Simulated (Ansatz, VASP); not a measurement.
Two plane-wave programs on Ir

INCAR

```
SYSTEM = Ir
  PREC = Accurate
  ENCUT = 520
  EDIFF = 1E-7
  ISMEAR = 0
  SIGMA = 0.15
  LREAL = .False.
  LASPH = .True.
  NELM = 60
  ALGO = Normal
  ISIF = 2
  LWAVE = .False.
  LCHARG = .False.
  GGA = PE
  NBANDS = 10
```

The input KPOINTS:

```
Automatic mesh
0
Gamma
  22 22 22
  0 0 0
```

POSCAR

```
Ir
1.0
    0.0000000000      1.9197000000      1.6317450000
    1.9197000000      0.0000000000      1.6317450000
    1.9197000000      1.9197000000      0.0000000000
Ir
1
Direct
    0.0000000000      0.0000000000      0.0000000000
```

Input for Ansatz:

```yaml
crystal:
  lattice:
    - [0.0, 1.9197, 1.631745]
    - [1.9197, 0.0, 1.631745]
    - [1.9197, 1.9197, 0.0]
  atoms:
    - { symbol: Ir, position: [0.0, 0.0, 0.0] }
basis:
  ecutwfc: 420
kpoints:
  mp_grid: { grid: [22, 22, 22] }
hamiltonian:
  xc: pbe
scf:
  occupations: { method: gaussian, width: 0.15 }
output:
  forces: true
  stress: true
  eigenvalues: true
```

Change from the starting cell: strain -0.1500 x Voigt [0, 0, 1, 0, 0, 0], atoms carried along.

Alike in both runs: task single point; functional PBE; k mesh 22 × 22 × 22; occupations gaussian, width 0.15 eV; no spin polarisation.

```csv
,VASP,Ansatz
version,VASP 6.6.1,Ansatz 0.2.0
potentials or method,"VASP PAW PBE potentials, release 64 (Ir), cutoff 520 eV","scalar-relativistic, plane waves, PAW"
valence electrons in the cell,9,17
```

Ansatz gave:

- gap on the k mesh at the Fermi level (eV): none
- pressure (GPa): 110.1
- traceless stress, the component that is largest in VASP (GPa): 47.25

Task: Which values does VASP return?

Result: gap on the k mesh at the Fermi level (eV): none; pressure (GPa): 112.4; traceless stress, the component that is largest in VASP (GPa): 47.24.

A gap of «none» marks a metal or a gap that the smearing closes. Both programs put the cell under a high pressure, so it lies far from rest at this level. VASP's potentials hold 9 valence electrons a cell and Ansatz's 17, so a difference there can come from the potentials and not from the codes.

Spin-orbit coupling is off throughout. Noted on VASP's run: the cell as given lies far from equilibrium.
